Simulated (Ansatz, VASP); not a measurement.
# Two plane-wave programs on CuO

```
CELL_PARAMETERS angstrom
2.34185 -1.71130 0.00000
2.34185 1.71130 0.00000
-0.85003 0.00000 5.05787
ATOMIC_POSITIONS crystal
Cu 0.50000 0.00000 0.50000
Cu 0.00000 0.50000 0.00000
O 0.41840 0.58160 0.75000
O 0.58160 0.41840 0.25000
```

Alike in both runs: functional RPBE; k mesh 10 × 10 × 5; occupations fermi-dirac, width 0.05 eV; no spin polarisation.

```csv
,VASP,Ansatz
version,VASP 6.6.1,Ansatz 0.2.0
potentials or method,"VASP PAW PBE potentials, release 64 (Cu, O)",Ansatz PAW
plane-wave cutoff (eV),520,420
valence electrons in the cell,34,50
task,single point,band structure
```

|  | VASP | Ansatz | Ansatz less VASP |
| --- | --- | --- | --- |
| gap on the k mesh at the Fermi level (eV) | none | none | - |
| pressure (GPa) | 12.1 | 11.3 | -0.78 |
| traceless stress, the component that is largest in VASP (GPa) | -1.68 | -1.60 | +0.080 |
| rms of the force components (eV/Å) | 0.060 | 0.078 | +0.0180 |

VASP's potentials were made for PBE, not for RPBE. Atom by atom the forces differ by 0.018 eV/Å (rms over components). A gap of «none» marks a metal or a gap that the smearing closes. VASP's potentials hold 34 valence electrons a cell and Ansatz's 50, so a difference there can come from the potentials and not from the codes.
